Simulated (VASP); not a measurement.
The system is InSb.

```
CELL_PARAMETERS angstrom
0.00000 6.47820 6.47820
6.47820 0.00000 6.47820
6.47820 6.47820 0.00000
ATOMIC_POSITIONS crystal
In 0.00000 0.00000 0.00000
In 0.00000 0.00000 0.50000
In 0.00000 0.50000 0.00000
In 0.00000 0.50000 0.50000
In 0.50000 0.00000 0.00000
In 0.50000 0.00000 0.50000
In 0.50000 0.50000 0.00000
In 0.50000 0.50000 0.50000
Sb 0.12500 0.12500 0.12500
Sb 0.12500 0.12500 0.62500
Sb 0.12500 0.62500 0.12500
Sb 0.12500 0.62500 0.62500
Sb 0.62500 0.12500 0.12500
Sb 0.62500 0.12500 0.62500
Sb 0.62500 0.62500 0.12500
Sb 0.62500 0.62500 0.62500
```

Base run:

```yaml
Program: VASP 6.6.1
Functional: LDA
Potentials_or_basis: VASP PAW LDA potentials, release 64 (In_d, Sb)
Cutoff: 400 eV
k_mesh: 5 × 5 × 5
Occupations: fermi-dirac, width 0.05 eV
Spin: no spin polarisation
```

Its results: band gap on the k mesh zero (filled and empty bands touch); pressure -0.5 GPa.

The run is repeated on the same cell with these changes: functional from LDA to PBEsol; potentials or basis from VASP PAW LDA potentials, release 64 (In_d, Sb) to VASP PAW PBE potentials, release 64 (In_d, Sb). What comes out?

Band gap on the k mesh zero (filled and empty bands touch); pressure 0.9 GPa.

Caveats: semilocal functionals underestimate gaps, so a narrow gap can read as zero; spin-orbit coupling is left out, which moves the levels of the heavy elements; the PAW data sets were made with another functional, which shifts forces and pressure a little (at least some runs).
